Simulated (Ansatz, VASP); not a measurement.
# BeS: VASP beside Ansatz

```
Be S
1.0
     0.05809    2.30332    2.30332
     2.30332    0.05809    2.30332
     2.30332    2.30332    0.05809
Be S
1 1
Direct
  0.00000 0.00000 0.00000
  0.50000 0.50000 0.50000
```

Change from the starting cell: epitaxial_111 strain -3.1%.

Alike in both runs: task single point; functional PBE; k mesh 10 × 10 × 10; occupations fermi-dirac, width 0.02 eV; no spin polarisation.

```csv
,VASP,Ansatz
version,VASP 6.6.1,Ansatz 0.2.0
potentials or method,"VASP PAW PBE potentials, release 64 (Be, S)","plane waves, PAW"
plane-wave cutoff (eV),520,420
valence electrons in the cell,8,8
```

|  | VASP | Ansatz | Ansatz less VASP |
| --- | --- | --- | --- |
| gap on the k mesh at the Fermi level (eV) | 0.84 | 0.84 | -0.008 |
| pressure (GPa) | 6.3 | 6.4 | +0.09 |
| traceless stress, the component that is largest in VASP (GPa) | -3.29 | -3.30 | -0.011 |

The functional is the same, so the differences come from potentials, cutoffs and numerics.
